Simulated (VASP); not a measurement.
Au, 2 atoms in the cell. It takes space group Cmcm (No. 63, orthorhombic). The conventional cell has a = 2.823 Å, b = 5.112 Å, c = 4.893 Å, α = 90.00°, β = 90.00°, γ = 90.00°. Au (site symmetry m2m) has 12 Au at 2.82 to 2.97 Å within 3.7 Å. 

```yaml
Program: VASP 6.6.1
Task: single point
Functional: LDA
Potentials_or_basis: VASP PAW LDA potentials, release 64 (Au)
Cutoff: 520 eV
k_mesh: 16 × 16 × 10
Occupations: gaussian, width 0.1 eV
Spin: no spin polarisation
Dipole_correction: no
Further_INCAR_settings: ALGO = Fast; EDIFF = 1e-07; NBANDS = 18
```

Potentials or basis: VASP PAW LDA potentials, release 64 (Au).

Command:

```bash
$ cat potpaw_LDA.64/Au/POTCAR > POTCAR
$ mpirun -np 1 vasp_std > vasp.out
```

Hardware: 1 thread of Intel(R) Xeon(R) 6975P-C (Granite Rapids), on a shared host.

Question: How long does it take, and how much memory?

Answer: Run time: 110 s on 1 thread of Intel(R) Xeon(R) 6975P-C (Granite Rapids), on a shared host, peak memory 0.32 GiB. Counts: scf iterations 13, k points 438.
